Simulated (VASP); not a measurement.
# CdSe (Imm2) in VASP: further runs, part 2 of 2

VASP 6.6.1. The steps go on from the part before.

**4. Single point, PBEsol (engineering shear strain xz -0.0733, normal strain along z +0.0000)**

The input, INCAR:

```
SYSTEM = CdSe
PREC = Accurate
ENCUT = 520
EDIFF = 1E-6
ISMEAR = 0
SIGMA = 0.05
LREAL = .FALSE.
LASPH = .TRUE.
NELM = 60
ALGO = Normal
ISIF = 2
LWAVE = .FALSE.
LCHARG = .TRUE.
GGA = PS
LELF = .TRUE.
LVHAR = .TRUE.
NBANDS = 16
```

The input, KPOINTS:

```
Automatic mesh
0
G
  10 10 10
  0 0 0
```

The input, POSCAR:

```
CdSe
1.0
   -0.1114639971      3.0413096065      3.0413096065
    3.0413096065     -0.1114639971      3.0413096065
    2.9298456094      2.9298456094      0.0000000000
Cd Se
1 1
Direct
    0.0000000000      0.0000000000      0.0000000000
    0.7500000000      0.7500000000      0.7500000000
```

Potentials or basis: VASP PAW PBE potentials, release 64 (Cd, Se).

Run with:

```sh
$ cat potpaw_PBE.64/Cd/POTCAR potpaw_PBE.64/Se/POTCAR > POTCAR
$ mpirun -np 1 vasp_std > vasp.out
```

OUTCAR:

```text
SYSTEM = CdSe
   PREC = Accurate
   ENCUT = 520
   EDIFF = 1E-6
   ISMEAR = 0
   LREAL = .FALSE.
   LASPH = .TRUE.
   NELM = 60
   ISIF = 2
   GGA = PS

 ion  position               nearest neighbor table
   1  0.000  0.000  0.000-   2 2.57   2 2.57   2 2.70   2 2.70
   2  0.750  0.750  0.750-   1 2.57   1 2.57   1 2.70   1 2.70

  LATTYP: Found a body centered orthorhombic cell.
 ALAT       =     4.1434273965
 B/A-ratio  =     1.0760886490
 C/A-ratio  =     1.4680163621

  Lattice vectors:

 A1 = (   0.1114639971,  -3.0413096065,  -3.0413096065)
 A2 = (  -0.1114639971,   3.0413096065,  -3.0413096065)
 A3 = (   3.0413096065,  -0.1114639971,   3.0413096065)

Analysis of symmetry for initial positions (statically):
=====================================================================
 Subroutine PRICEL returns:
 Original cell was already a primitive cell.

 Routine SETGRP: Setting up the symmetry group for a
 body centered orthorhombic supercell.

 Subroutine GETGRP returns: Found  4 space group operations
 (whereof  4 operations were pure point group operations)
 out of a pool of  8 trial point group operations.

The static configuration has the point symmetry C_2v.

Analysis of symmetry for dynamics (positions and initial velocities):
=====================================================================
 Subroutine PRICEL returns:
 Original cell was already a primitive cell.

 Routine SETGRP: Setting up the symmetry group for a
 body centered orthorhombic supercell.

 Subroutine GETGRP returns: Found  4 space group operations
 (whereof  4 operations were pure point group operations)
 out of a pool of  8 trial point group operations.

The dynamic configuration has the point symmetry C_2v.

 Subroutine INISYM returns: Found  4 space group operations
 (whereof  4 operations are pure point group operations),
 and found     1 'primitive' translations

----------------------------------------------------------------------------------------

                                     Primitive cell

  volume of cell :      56.1860

  direct lattice vectors                    reciprocal lattice vectors
    -0.111463997  3.041309607  3.041309607    -0.158590518  0.158590518  0.164402861
     3.041309607 -0.111463997  3.041309607     0.158590518 -0.158590518  0.164402861
     2.929845609  2.929845609  0.000000000     0.170657457  0.170657457 -0.164402861

  length of vectors
     4.302505371  4.302505371  4.143427396     0.278083091  0.278083091  0.292020951

  position of ions in fractional coordinates (direct lattice)
     0.000000000  0.000000000  0.000000000
     0.750000000  0.750000000  0.750000000

  ion indices of the primitive-cell ions
   primitive index   ion index
                 1           1
                 2           2

----------------------------------------------------------------------------------------

 KPOINTS: Automatic mesh

Automatic generation of k-mesh.
 Grid dimensions read from file:
 generate k-points for:   10   10   10

 Generating k-lattice:

  Cartesian coordinates                     Fractional coordinates (reciprocal lattice)
    -0.015859052  0.015859052  0.016440286     0.100000000  0.000000000  0.000000000
     0.015859052 -0.015859052  0.016440286     0.000000000  0.100000000  0.000000000
     0.017065746  0.017065746 -0.016440286     0.000000000  0.000000000  0.100000000

  Length of vectors
     0.027808309  0.027808309  0.029202095

  Shift w.r.t. Gamma in fractional coordinates (k-lattice)
     0.000000000  0.000000000  0.000000000

 Subroutine IBZKPT returns following result:
 ===========================================

 Found    171 irreducible k-points:

 Following reciprocal coordinates:
            Coordinates               Weight
  0.000000  0.000000  0.000000      1.000000
  0.100000  0.000000  0.000000      4.000000
  0.200000  0.000000  0.000000      4.000000
  0.300000  0.000000  0.000000      4.000000
  0.400000  0.000000  0.000000      4.000000
  0.500000 -0.000000  0.000000      2.000000
[... 16 lines left out ...]
  0.300000  0.300000  0.000000      2.000000
  0.400000  0.300000  0.000000      4.000000
 [... further k-points ...]
   k-points           NKPTS =    171   k-points in BZ     NKDIM =    171   number of bands    NBANDS=     16
   number of dos      NEDOS =    301   number of ions     NIONS =      2
   total plane-waves  NPLWV =  32768
   dimension x,y,z NGX =    32 NGY =   32 NGZ =   32
   dimension x,y,z NGXF=    64 NGYF=   64 NGZF=   64
   ions per type =               1   1
   NGX,Y,Z   is equivalent  to a cutoff of  12.36, 12.36, 12.84 a.u.
   NGXF,Y,Z  is equivalent  to a cutoff of  24.73, 24.73, 25.68 a.u.
 SYSTEM =  CdSe
   PREC   = accura    normal or accurate (medium, high low for compatibility)
   ISTART =      0    job   : 0-new  1-cont  2-samecut
   ICHARG =      2    charge: 1-file 2-atom 10-const
   ISPIN  =      1    spin polarized calculation?
   LNONCOLLINEAR =      F non collinear calculations
   LSORBIT =      F    spin-orbit coupling
   LASPH  =      T    aspherical Exc in radial PAW
   ENCUT  =  520.0 eV  38.22 Ry    6.18 a.u.   8.00  8.00  7.70*2*pi/ulx,y,z
   NELM   =     60;   NELMIN=  2; NELMDL= -5     # of ELM steps
   EDIFF  = 0.1E-05   stopping-criterion for ELM
   LREAL  =      F    real-space projection
   EDIFFG = 0.1E-04   stopping-criterion for IOM
   NSW    =      0    number of steps for IOM
   IBRION =     -1    ionic relax: 0-MD 1-quasi-New 2-CG
   NFREE  =      0    steps in history (QN), initial steepest desc. (CG)
   ISIF   =      2    stress and relaxation
   ISYM   =      2    0-nonsym 1-usesym 2-fastsym
   POTIM  = 0.5000    time-step for ionic-motion
   TEBEG  =    0.0;   TEEND  =   0.0 temperature during run
   PSTRESS=    0.0 pullay stress
   NELECT =      18.0000    total number of electrons
   NUPDOWN=      -1.0000    fix difference up-down
   EMIN   =  10.00;   EMAX   =-10.00  energy-range for DOS
   EFERMI =   0.00;   METHOD = LEGACY
   ISMEAR =     0;   SIGMA  =   0.05  broadening in eV -4-tet -1-fermi 0-gaus
   EFERMI_NEDOS =   21; number of points for ismear=-14 and -15
   IALGO  =     38    algorithm
   IMIX   =      4    mixing-type and parameters
     AMIX     =   0.40;   BMIX     =  1.00
     AMIX_MAG =   1.60;   BMIX_MAG =  1.00
  volume/ion in A,a.u.               =      28.09       189.58
  Fermi-wavevector in a.u.,A,eV,Ry     =   1.120185  2.116842 17.072776  1.254814
  Thomas-Fermi vector in A             =   2.256829
   LORBIT       =      0    0 simple, 1 ext, 2 COOP (PROOUT), +10 PAW based schemes
   GGA     = PS    functional components
   LHFCALC =     F    Hartree Fock is set to
   AEXX    =    0.0000 exact exchange contribution
   IVDW    =     0    specifies the selected vdW correction
   LEPSILON=     F    determine dielectric tensor
   LRPA    =     F    only Hartree local field effects (RPA)
 non-spin polarized calculation
 Gauss-broadening in eV      SIGMA  =   0.05
  energy-cutoff  :      520.00
  volume of cell :       56.19
 maximum number of plane-waves:      1534
   NGX = 15   NGY = 15   NGZ = 15

 number of electron      17.9999999 magnetization

 Free energy of the ion-electron system (eV)
  ---------------------------------------------------
  ext. energy  EPLUGINS =         0.00000000
  ---------------------------------------------------
  free energy    TOTEN  =        -6.13376064 eV

  energy without entropy =       -6.13376064  energy(sigma->0) =       -6.13376064

 E-fermi :   1.1421     XC(G=0):  -9.1038

 val. band max:        0.9469000776   @ k =   0.0000   0.0000   0.0000
 cond. band min:       1.3336255517   @ k =   0.0000   0.0000   0.0000
 fundamental gap:      0.3867254741
 Fermi energy:         1.1420508515

 k-point     1 :       0.0000    0.0000    0.0000
  band No.  band energies     occupation
      1     -11.8227      2.00000
      2      -7.1448      2.00000
      3      -7.1071      2.00000
      4      -7.0690      2.00000
      5      -6.7222      2.00000
      6      -6.7190      2.00000
[... 8 lines left out ...]
     15      11.9017      0.00000
     16      11.9401      0.00000
[... 419 lines left out ...]
 k-point    24 :       0.4000    0.3000    0.0000
  band No.  band energies     occupation
      1     -11.4259      2.00000
      2      -6.9701      2.00000
      3      -6.9279      2.00000
      4      -6.8282      2.00000
      5      -6.6742      2.00000
      6      -6.5578      2.00000
[... 8 lines left out ...]
     15      13.0826      0.00000
     16      14.3615      0.00000

 [... further k-points ...]
[... 5 lines left out ...]
  --------------------------------------------------------------------------------------
  -------------------------------------------------------------------------------------
  Total        0.2753986      0.2753986      0.2556687      1.1975820      0.0000000      0.0000000
  in kB        7.8531558      7.8531558      7.2905451     34.1497619      0.0000000      0.0000000
  external PRESSURE =       7.6656189 kB  Pullay stress =       0.0000000 kB

 VOLUME and BASIS-vectors are now :
 -----------------------------------------------------------------------------
  energy-cutoff  :      520.00
  volume of cell :       56.19
      direct lattice vectors                 reciprocal lattice vectors
    -0.111463997  3.041309607  3.041309607    -0.158590518  0.158590518  0.164402861
     3.041309607 -0.111463997  3.041309607     0.158590518 -0.158590518  0.164402861
     2.929845609  2.929845609  0.000000000     0.170657457  0.170657457 -0.164402861

 POSITION                                       TOTAL-FORCE (eV/Angst)
 -----------------------------------------------------------------------------------
      0.00000      0.00000      0.00000         0.000000      0.000000      0.478944
      4.39477      4.39477      4.56196        -0.000000     -0.000000     -0.478944
 -----------------------------------------------------------------------------------
    total drift:                                0.000000      0.000000      0.000035

  FREE ENERGIE OF THE ION-ELECTRON SYSTEM (eV)
  ---------------------------------------------------
  free  energy   TOTEN  =        -6.1337606353 eV

  energy  without entropy=       -6.1337606353  energy(sigma->0) =       -6.13376064
```

OSZICAR:

```text
N       E                     dE             d eps       ncg     rms          rms(c)
DAV:   1     0.108195406865E+03    0.10820E+03   -0.87298E+03  5536   0.101E+03
DAV:   2    -0.241490592986E+01   -0.11061E+03   -0.10448E+03  6712   0.249E+02
DAV:   3    -0.650219778690E+01   -0.40873E+01   -0.40804E+01  6336   0.498E+01
DAV:   4    -0.651925045086E+01   -0.17053E-01   -0.17052E-01  7128   0.323E+00
DAV:   5    -0.651935472287E+01   -0.10427E-03   -0.10427E-03  6536   0.219E-01    0.610E+00
DAV:   6    -0.615843313417E+01    0.36092E+00   -0.57516E-01  8200   0.987E+00    0.487E+00
DAV:   7    -0.613509381369E+01    0.23339E-01   -0.13632E-01  6768   0.253E+00    0.218E+00
DAV:   8    -0.613383251094E+01    0.12613E-02   -0.13681E-02  6240   0.144E+00    0.227E-01
DAV:   9    -0.613371443270E+01    0.11808E-03   -0.13876E-03  7088   0.508E-01    0.436E-02
DAV:  10    -0.613373658007E+01   -0.22147E-04   -0.14433E-04  6760   0.152E-01    0.372E-02
DAV:  11    -0.613376129120E+01   -0.24711E-04   -0.43734E-05  6776   0.497E-02    0.161E-02
DAV:  12    -0.613376063530E+01    0.65591E-06   -0.26513E-06  5968   0.218E-02
   1 F= -.61337606E+01 E0= -.61337606E+01  d E =-.187118E-10
```

stdout:

```text
POSCAR found type information on POSCAR CdSe
 POSCAR found :  2 types and       2 ions
 scaLAPACK will be used
 -----------------------------------------------------------------------------
|                                                                             |
|                                                                             |
|     You enforced a specific xc type in the INCAR file but a different       |
|     I HOPE YOU KNOW WHAT YOU ARE DOING!                                     |
|                                                                             |
 -----------------------------------------------------------------------------

 LDA part: xc-table for (Slater+PW92), standard interpolation
 POSCAR, INCAR and KPOINTS ok, starting setup
 FFT: planning ... GRIDC
 FFT: planning ... GRID_SOFT
 FFT: planning ... GRID
 WAVECAR not read
 entering main loop
```

It took 3.3 min on 1 thread of AMD EPYC 7R13, shared host; peak memory 0.27 GiB.

What came out:

```yaml
Free_energy: -6.1338 eV
Pressure: 0.8 GPa
Largest_force: 0.479 eV/Å
Band_gap_on_the_k_mesh: 0.39 eV, direct
```

Forces in eV/Å, atoms in the order of the input:
```
Cd   0.000  0.000  0.479
Se   0.000  0.000 -0.479
```

Stress tensor (GPa, compression positive):
```
0.79 3.41 0.00
3.41 0.79 0.00
0.00 0.00 0.73
```

Caveat: the cell differs from its parent crystal (engineering shear strain xz -0.0733, normal strain along z +0.0000); the PAW data sets were made with another functional, which shifts forces and pressure a little.

**5. Summary**

```csv
cell,gap on the mesh (eV),pressure (GPa),largest force (eV/Å)
"a = 4.314, b = 4.314, c = 3.828 Å, angles 63.7, 63.7, 67.2°, 2 atoms",0.06,4.5,1.69
"a = 4.307, b = 4.307, c = 3.986 Å, angles 62.4, 62.4, 64.8°, 2 atoms",0.27,2.1,1.02
"a = 4.303, b = 4.303, c = 4.143 Å, angles 61.2, 61.2, 62.4°, 2 atoms",0.39,0.8,0.48
```

Alike in all rows: task single point; level PBEsol; potentials or basis VASP PAW PBE potentials, release 64 (Cd, Se); no spin polarisation; k mesh 10 × 10 × 10; cutoff (eV) 520; smearing gaussian 0.05 eV.

Caveats: the PAW data sets were made with another functional, which shifts forces and pressure a little.

Absolute energies hang on the potentials; compare differences alone.
